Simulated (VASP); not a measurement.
# Ir (I4/mmm) in VASP: a series of runs, part 2 of 2

VASP 6.6.1. Earlier steps stand in the parts before.

## (3) Single point, PBE (14.96 Å³/atom)

File INCAR:

```
SYSTEM = Ir
PREC     = Accurate       ! precision mode
ENCUT    = 520            ! plane-wave cutoff, eV
EDIFF    = 1E-7           ! SCF threshold, eV
ISMEAR   = 0              ! smearing method
SIGMA    = 0.15           ! smearing width, eV
LREAL    = .FALSE.        ! projectors in reciprocal space
LASPH    = .TRUE.         ! aspherical terms in the spheres
NELM     = 60             ! most SCF steps
ALGO     = Fast           ! electronic algorithm
ISIF     = 2              ! what is computed and relaxed
LWAVE    = .FALSE.        ! write WAVECAR
LCHARG   = .TRUE.         ! write CHGCAR
GGA      = PE             ! functional
LELF     = .TRUE.         ! ELF
LVHAR    = .TRUE.       
NBANDS   = 10             ! bands
```

File KPOINTS:

```
regular mesh
0
G
  22 22 22
  0 0 0
```

File POSCAR:

```
Ir
1.0
    0.0000000000      1.9894687541      1.8895974226
    1.9894687541      0.0000000000      1.8895974226
    1.9894687541      1.9894687541      0.0000000000
Ir
1
Direct
    0.0000000000      0.0000000000      0.0000000000
```

Potentials or basis: VASP PAW PBE potentials, release 64 (Ir).

On the command line:

```bash
cat potpaw_PBE.64/Ir/POTCAR > POTCAR
mpirun -np 1 vasp_std > vasp.out
```

OUTCAR:

```text
SYSTEM = Ir
   PREC = Accurate
   ENCUT = 520
   EDIFF = 1E-7
   ISMEAR = 0
   LREAL = .FALSE.
   LASPH = .TRUE.
   NELM = 60
   ISIF = 2
   GGA = PE

 ion  position               nearest neighbor table
   1  0.000  0.000  0.000-

  LATTYP: Found a body centered tetragonal cell.
 ALAT       =     2.8135336940
 C/A-ratio  =     1.3432200415

  Lattice vectors:

 A1 = (   0.0000000000,  -1.9894687541,  -1.8895974226)
 A2 = (   0.0000000000,   1.9894687541,  -1.8895974226)
 A3 = (   1.9894687541,   0.0000000000,   1.8895974226)

Analysis of symmetry for initial positions (statically):
=====================================================================
 Subroutine PRICEL returns:
 Original cell was already a primitive cell.

 Routine SETGRP: Setting up the symmetry group for a
 body centered tetragonal supercell.

 Subroutine GETGRP returns: Found 16 space group operations
 (whereof 16 operations were pure point group operations)
 out of a pool of 16 trial point group operations.

The static configuration has the point symmetry D_4h.

Analysis of symmetry for dynamics (positions and initial velocities):
=====================================================================
 Subroutine PRICEL returns:
 Original cell was already a primitive cell.

 Routine SETGRP: Setting up the symmetry group for a
 body centered tetragonal supercell.

 Subroutine GETGRP returns: Found 16 space group operations
 (whereof 16 operations were pure point group operations)
 out of a pool of 16 trial point group operations.

The dynamic configuration has the point symmetry D_4h.

 Subroutine INISYM returns: Found 16 space group operations
 (whereof 16 operations are pure point group operations),
 and found     1 'primitive' translations

----------------------------------------------------------------------------------------

                                     Primitive cell
[... 107 lines left out ...]
   IMIX   =      4    mixing-type and parameters
     AMIX     =   0.40;   BMIX     =  1.00
     AMIX_MAG =   1.60;   BMIX_MAG =  1.00
  volume/ion in A,a.u.               =      14.96       100.94
  Fermi-wavevector in a.u.,A,eV,Ry     =   1.382074  2.611740 25.988860  1.910127
  Thomas-Fermi vector in A             =   2.506799
   LORBIT       =      0    0 simple, 1 ext, 2 COOP (PROOUT), +10 PAW based schemes
   GGA     = PE    functional components
   LHFCALC =     F    Hartree Fock is set to
   AEXX    =    0.0000 exact exchange contribution
   IVDW    =     0    specifies the selected vdW correction
   LEPSILON=     F    determine dielectric tensor
   LRPA    =     F    only Hartree local field effects (RPA)
 non-spin polarized calculation
 RMM-DIIS sequential band-by-band and
 Gauss-broadening in eV      SIGMA  =   0.15
  energy-cutoff  :      520.00
  volume of cell :       14.96
 maximum number of plane-waves:       428
   NGX = 11   NGY = 11   NGZ = 11

 number of electron       9.0000000 magnetization

 Free energy of the ion-electron system (eV)
  ---------------------------------------------------
  ext. energy  EPLUGINS =         0.00000000
  ---------------------------------------------------
  free energy    TOTEN  =        -8.81381705 eV

  energy without entropy =       -8.80070337  energy(sigma->0) =       -8.80726021

 E-fermi :   9.4287     XC(G=0): -13.6572

 val. band max:        9.4280231097   @ k =   0.5000   0.3636   0.1364
 cond. band min:       9.4311698572   @ k =   0.3636   0.0000   0.2727
 fundamental gap:      0.0031467475
 Fermi energy:         9.4287257673

 k-point     1 :       0.0000    0.0000    0.0000
  band No.  band energies     occupation
      1      -1.0631      2.00000
      2       5.7159      2.00000
      3       5.7159      2.00000
      4       6.3134      2.00000
      5       7.9451      2.00000
      6       8.7278      2.00000
      7      23.9332      0.00000
      8      28.6466      0.00000
      9      28.6466      0.00000
     10      30.2014      0.00000
[... 287 lines left out ...]
 k-point    24 :      -0.4545    0.0455    0.0000
  band No.  band energies     occupation
      1       2.0159      2.00000
      2       5.5551      2.00000
      3       6.0798      2.00000
      4       8.3276      2.00000
      5      10.3108      0.00000
      6      10.5175      0.00000
      7      16.4188      0.00000
      8      23.5753      0.00000
      9      28.4925      0.00000
     10      29.0465      0.00000

 [... further k-points ...]
[... 5 lines left out ...]
  --------------------------------------------------------------------------------------
  -------------------------------------------------------------------------------------
  Total       -1.3353086     -1.3353086      0.1437168      0.0000000     -0.0000000     -0.0000000
  in kB     -143.0272259   -143.0272259     15.3937541      0.0000000     -0.0000000     -0.0000000
  external PRESSURE =     -90.2202326 kB  Pullay stress =       0.0000000 kB

 VOLUME and BASIS-vectors are now :
 -----------------------------------------------------------------------------
  energy-cutoff  :      520.00
  volume of cell :       14.96
      direct lattice vectors                 reciprocal lattice vectors
     0.000000000  1.989468754  1.889597423    -0.251323374  0.251323374  0.264606627
     1.989468754  0.000000000  1.889597423     0.251323374 -0.251323374  0.264606627
     1.989468754  1.989468754  0.000000000     0.251323374  0.251323374 -0.264606627

 POSITION                                       TOTAL-FORCE (eV/Angst)
 -----------------------------------------------------------------------------------
      0.00000      0.00000      0.00000         0.000000      0.000000     -0.000000
 -----------------------------------------------------------------------------------
    total drift:                                0.000000     -0.000000     -0.000000

  FREE ENERGIE OF THE ION-ELECTRON SYSTEM (eV)
  ---------------------------------------------------
  free  energy   TOTEN  =        -8.8138170479 eV

  energy  without entropy=       -8.8007033724  energy(sigma->0) =       -8.80726021
```

OSZICAR:

```text
N       E                     dE             d eps       ncg     rms          rms(c)
DAV:   1     0.472209956504E+02    0.47221E+02   -0.43492E+03 16898   0.815E+02
[... 10 lines left out ...]
RMM:  12    -0.881382980198E+01   -0.54949E-05   -0.39022E-05 21679   0.473E-02    0.933E-02
RMM:  13    -0.881381869478E+01    0.11107E-04   -0.15257E-05 18515   0.411E-02    0.365E-02
RMM:  14    -0.881381755554E+01    0.11392E-05   -0.11864E-05 19127   0.314E-02    0.100E-02
RMM:  15    -0.881381754288E+01    0.12668E-07   -0.22096E-06 20586   0.153E-02    0.113E-02
RMM:  16    -0.881381735680E+01    0.18608E-06   -0.28182E-07 15132   0.437E-03    0.876E-03
RMM:  17    -0.881381716503E+01    0.19176E-06   -0.96595E-08 10085   0.394E-03    0.557E-03
RMM:  18    -0.881381704455E+01    0.12049E-06   -0.12241E-07  9933   0.386E-03    0.178E-03
RMM:  19    -0.881381704793E+01   -0.33847E-08   -0.19901E-08  9465   0.134E-03
   1 F= -.88138170E+01 E0= -.88072602E+01  d E =-.131137E-01
```

stdout:

```text
POSCAR found type information on POSCAR Ir
 POSCAR found :  1 types and       1 ions
 scaLAPACK will be used
 LDA part: xc-table for (Slater+PW92), standard interpolation
 POSCAR, INCAR and KPOINTS ok, starting setup
 FFT: planning ... GRIDC
 FFT: planning ... GRID_SOFT
 FFT: planning ... GRID
 WAVECAR not read
 entering main loop
```

Run time: 87 s. Hardware: 1 thread of Intel Xeon 6975P-C (Granite Rapids), shared host; peak memory 0.25 GiB.

What came out:

```
Free energy            : -8.8138 eV
Pressure               : -9.0 GPa
Band gap on the k mesh : zero (an odd number of electrons rules out a gap without spin polarisation)
```

Stress tensor (GPa, compression positive):
```
-14.30   0.00   0.00
  0.00 -14.30   0.00
  0.00   0.00   1.54
```

Caveat: the cell stands under tension; spin-orbit coupling is left out, which moves the levels of the heavy elements.

## (4) Single point, PBE (14.96 Å³/atom)

File INCAR:

```
  ALGO = Normal
  EDIFF = 1E-6
  ENCUT = 520
  GGA = PE
  ISIF = 2
  ISMEAR = 0
  LASPH = T
  LCHARG = T
  LELF = T
  LREAL = F
  LVHAR = T
  LWAVE = F
  NBANDS = 10
  NELM = 100
  PREC = Accurate
  SIGMA = 0.15
```

File KPOINTS:

```
k-points
0
Gamma
  22 22 22
```

File POSCAR:

```
Ir
1.0
    0.0000000000      2.0945504638      1.7047546225
    2.0945504638      0.0000000000      1.7047546225
    2.0945504638      2.0945504638      0.0000000000
Ir
1
Direct
    0.0000000000      0.0000000000      0.0000000000
```

On the command line:

```bash
cat potpaw_PBE.64/Ir/POTCAR > POTCAR
mpirun -np 1 vasp_std > vasp.out
```

Wall time 40 s (1 thread of Intel Xeon 6975P-C (Granite Rapids), shared host); peak memory 0.24 GiB.

It converged, with:

```
Free energy            : -8.4936 eV
Pressure               : -2.9 GPa
Band gap on the k mesh : zero (an odd number of electrons rules out a gap without spin polarisation)
```

Stress tensor (GPa, compression positive):
```
-17.49   0.00   0.00
  0.00 -17.49   0.00
  0.00   0.00  26.35
```

Levels at points of the mesh, in eV from the Fermi level:
| k point | band 1 | band 2 | band 3 | band 4 | band 5 | band 6 | band 7 | band 8 |
| --- | --- | --- | --- | --- | --- | --- | --- | --- |
| (0.00, 0.00, 0.00) | -10.39 | -3.80 | -3.80 | -2.59 | -1.76 | -0.06 | 15.32 | 17.92 |
| (0.50, 0.00, 0.00) | -7.35 | -4.70 | -1.92 | -0.34 | 0.14 | 1.70 | 7.18 | 13.51 |
| (0.50, 0.50, 0.00) | -6.91 | -6.80 | 0.99 | 1.51 | 1.51 | 5.05 | 9.23 | 9.23 |
| (0.50, 0.00, 0.50) | -7.22 | -6.11 | 0.31 | 0.35 | 0.59 | 2.13 | 8.41 | 12.15 |

Caveat: spin-orbit coupling is left out, which moves the levels of the heavy elements.

## (5) Single point, PBE (14.96 Å³/atom)

File INCAR:

```
SYSTEM = Ir
PREC = Accurate
ENCUT = 520
EDIFF = 1E-6
ISMEAR = 0
SIGMA = 0.15
LREAL = .False.
LASPH = .True.
NELM = 100
ALGO = Fast
ISIF = 2
LWAVE = .False.
LCHARG = .True.
GGA = PE
LELF = .True.
LVHAR = .True.
NBANDS = 10
```

File KPOINTS:

```
Automatic mesh
0
Gamma
  22 22 22
  0 0 0
```

File POSCAR:

```
Ir
1.0
    0.0000000000      1.8895973821      2.0946186981
    1.8895973821      0.0000000000      2.0946186981
    1.8895973821      1.8895973821      0.0000000000
Ir
1
Direct
    0.0000000000      0.0000000000      0.0000000000
```

On the command line:

```bash
cat potpaw_PBE.64/Ir/POTCAR > POTCAR
mpirun -np 1 vasp_std > vasp.out
```

It took 55 s on 1 thread of Intel Xeon 6975P-C (Granite Rapids), shared host; peak memory 0.25 GiB.

Results (log left out):

* Free energy: -8.7328 eV
* Pressure: -7.7 GPa
* Band gap on the k mesh: zero (an odd number of electrons rules out a gap without spin polarisation)

Stress tensor (GPa, compression positive):
```
  3.30   0.00   0.00
  0.00   3.30   0.00
  0.00   0.00 -29.73
```

Levels at points of the mesh, in eV from the Fermi level:
```tsv
k point	band 1	band 2	band 3	band 4	band 5	band 6	band 7	band 8
(0.00, 0.00, 0.00)	-10.49	-4.36	-3.01	-3.01	-1.99	-0.26	14.63	17.90
(0.50, 0.00, 0.00)	-7.47	-4.23	-2.95	-0.54	0.55	1.10	6.87	13.70
(0.50, 0.50, 0.00)	-7.37	-6.69	0.47	0.97	1.27	1.27	8.07	12.77
(0.50, 0.00, 0.50)	-7.21	-6.65	0.61	0.69	2.07	2.48	10.53	10.80
```

Caveat: the cell stands under tension; spin-orbit coupling is left out, which moves the levels of the heavy elements.

## (6) Overview

```tsv
cell	gap on the mesh (eV)	pressure (GPa)
a = 2.855, b = 2.855, c = 2.627 Å, angles 62.6, 62.6, 54.8°, 1 atom	none	-4.0
a = 2.744, b = 2.744, c = 2.814 Å, angles 59.2, 59.2, 61.7°, 1 atom	none	-9.0
a = 2.701, b = 2.701, c = 2.962 Å, angles 56.7, 56.7, 66.5°, 1 atom	none	-2.9
a = 2.821, b = 2.821, c = 2.672 Å, angles 61.7, 61.7, 56.5°, 1 atom	none	-7.7
```

Alike in all rows: task single point; level PBE; potentials or basis VASP PAW PBE potentials, release 64 (Ir); no spin polarisation; k mesh 22 × 22 × 22; cutoff (eV) 520; smearing gaussian 0.15 eV.

Caveats: spin-orbit coupling is left out, which moves the levels of the heavy elements; the cell stands under tension (at least some runs).

Absolute energies hang on the potentials; compare differences alone.
